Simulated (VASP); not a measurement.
The system is Ni.

```
CELL_PARAMETERS angstrom
0.00000 1.73757 1.73757
1.73757 0.00000 1.73757
1.73757 1.73757 0.00000
ATOMIC_POSITIONS crystal
Ni 0.00000 0.00000 0.00000
```

```yaml
Program: VASP 6.6.1
Task: relaxation of cell and atoms
Functional: LDA
Potentials_or_basis: VASP PAW LDA potentials, release 64 (Ni)
Cutoff: 600 eV
k_mesh: 13 × 13 × 13
Occupations: fermi-dirac, width 0.05 eV
Spin: collinear spin, ferromagnetic start
Starting_moments: "[1.0] μB"
```

At the start: pressure -10.3 GPa; volume 10.49 Å³/atom.

How do energy, volume and symmetry change on relaxing?

Over 4 steps the energy falls by 15.5 meV/atom and the volume is 10.02 Å³/atom (-4.5 %); space group Fm-3m (No. 225, to 0.05 Å); moment 0.61 μB per cell.

The path:
```tsv
step	energy change (eV)	largest force (eV/Å)	pressure (GPa)	volume (Å³)
1	0.0000	0.0000	-10.29	10.49
2	0.0089	0.0000	15.67	9.50
3	-0.0155	0.0000	-0.17	10.03
4	-0.0155	0.0000	0.07	10.02
```

Final structure:
```yaml
crystal:
  lattice:
    - [0.00000, 1.71139, 1.71139]
    - [1.71139, 0.00000, 1.71139]
    - [1.71139, 1.71139, 0.00000]
  atoms:
    - { symbol: Ni, position: [0.00000, 0.00000, 0.00000] }
```
